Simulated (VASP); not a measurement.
Crystal: TiB4.

```
Ti B
1.0
     3.10000    0.00000    0.00000
    -1.55000    2.68468    0.00000
     0.00000    0.00000    6.26000
Ti B
1 4
Direct
  0.00000 0.00000 0.00000
  0.33333 0.66667 0.74441
  0.66667 0.33333 0.74441
  0.33333 0.66667 0.25559
  0.66667 0.33333 0.25559
```

| Quantity | Value |
| --- | --- |
| Program | VASP 6.6.1 |
| Task | relaxation of cell and atoms |
| Functional | PBE |
| Dispersion | D3(BJ) |
| Potentials or basis | VASP PAW PBE potentials, release 64 (Ti_sv, B) |
| Cutoff | 600 eV |
| k mesh | 6 × 6 × 4 |
| Occupations | gaussian, width 0.1 eV |
| Spin | no spin polarisation |

At the start: pressure -19.5 GPa; volume 10.42 Å³/atom.

Question: Where does the relaxation end?

Answer: Over 16 steps the energy falls by 414.9 meV/atom and the volume is 7.83 Å³/atom (-24.8 %); space group P6/mmm (No. 191, to 0.1 Å) before and after.

The path:
| step | energy change (eV) | largest force (eV/Å) | pressure (GPa) | volume (Å³) |
| --- | --- | --- | --- | --- |
| 1 | 0.0000 | 0.1647 | -19.46 | 52.10 |
| 2 | -0.3200 | 1.0803 | 15.51 | 43.12 |
| 3 | -0.4325 | 0.6040 | 1.23 | 45.86 |
| 4 | -0.7129 | 1.0538 | 1.10 | 44.25 |
| 5 | -1.0246 | 2.3283 | 10.74 | 39.00 |
| 6 | -1.0865 | 2.1571 | 5.89 | 40.53 |
| 7 | -1.2161 | 2.0726 | 4.40 | 40.24 |
| 8 | -1.4242 | 1.4784 | 2.55 | 39.35 |
| 9 | -1.5959 | 1.2769 | 1.23 | 39.41 |
| 10 | -1.9565 | 0.5932 | -1.91 | 39.58 |
| 11 | -1.8728 | 1.3507 | -3.39 | 39.83 |
| 12 | -2.0608 | 0.1546 | -3.54 | 39.70 |
| 13 | -2.0729 | 0.0529 | -0.83 | 39.30 |
| 14 | -2.0741 | 0.0116 | 0.32 | 39.14 |
| 15 | -2.0741 | 0.0088 | 0.40 | 39.13 |
| 16 | -2.0743 | 0.0024 | 0.17 | 39.17 |

Final structure:
```yaml
crystal:
  lattice:
    - [3.01207, 0.00000, 0.00000]
    - [-1.50604, 2.60853, 0.00000]
    - [0.00000, 0.00000, 4.98549]
  atoms:
    - { symbol: Ti, position: [0.00000, 0.00000, 0.00000] }
    - { symbol: B, position: [0.33333, 0.66667, 0.68985] }
    - { symbol: B, position: [0.66667, 0.33333, 0.68985] }
    - { symbol: B, position: [0.33333, 0.66667, 0.31015] }
    - { symbol: B, position: [0.66667, 0.33333, 0.31015] }
```

Caveat: the k points lie up to 0.40 Å⁻¹ apart in the final cell, too coarse for converged energies and pressures of a metal; the volume moved by over 15 % at a fixed basis, so the end points are rough.
